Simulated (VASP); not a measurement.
## CdI2: single point with PBE+D3(BJ)

The system is CdI2.

```
Cd I
1.0
     4.17841    0.00000    0.00000
    -2.08920    3.61861    0.00000
     0.00000    0.00000    6.61651
Cd I
1 2
Direct
  0.00000 0.00000 0.00000
  0.33333 0.66667 0.26231
  0.66667 0.33333 0.73769
```

```json
{
  "Program": "VASP 6.6.1",
  "Task": "single point",
  "Functional": "PBE",
  "Dispersion": "D3(BJ)",
  "Potentials or basis": "VASP PAW PBE potentials, release 64 (Cd, I)",
  "Cutoff": "500 eV",
  "k mesh": "6 × 6 × 4",
  "Occupations": "gaussian, width 0.02 eV",
  "Spin": "no spin polarisation",
  "Dipole correction": "no",
  "Further INCAR settings": "ALGO = Normal; EDIFF = 1e-06; NBANDS = 20"
}
```

```json
{
 "Pressure": "1.5 GPa",
 "Largest force": "0.023 eV/Å",
 "Band gap on the k mesh": "2.30 eV (least direct gap 2.57 eV)",
 "Dispersion energy per atom": "-0.357 eV"
}
```

Forces in eV/Å, atoms in the order of the input:
```
Cd   0.000  0.000  0.000
I    0.000  0.000  0.023
I    0.000  0.000 -0.023
```

Stress tensor (GPa, compression positive):
```
1.53 0.00 0.00
0.00 1.53 0.00
0.00 0.00 1.41
```

Levels at points of the mesh, in eV from the valence-band top:
| k point | band 11 | band 12 | band 13 | band 14 | band 15 | band 16 |
| --- | --- | --- | --- | --- | --- | --- |
| (0.00, 0.00, 0.00) | -0.25 | -0.25 | -0.09 | 2.48 | 4.43 | 6.39 |
| (0.50, 0.00, 0.00) | -1.68 | -0.98 | -0.13 | 2.72 | 4.91 | 5.62 |
| (0.00, 0.00, 0.50) | -0.53 | 0.00 | 0.00 | 3.85 | 4.52 | 6.09 |
| (0.50, 0.00, 0.50) | -1.27 | -0.66 | -0.62 | 2.30 | 4.74 | 5.62 |

Wall time 35 s on 1 thread of Intel(R) Xeon(R) Platinum 8488C (Sapphire Rapids) (shared host), peak memory 0.22 GiB.

Caveat: spin-orbit coupling is left out, which moves the levels of the heavy elements. A k mesh can miss the band edges.
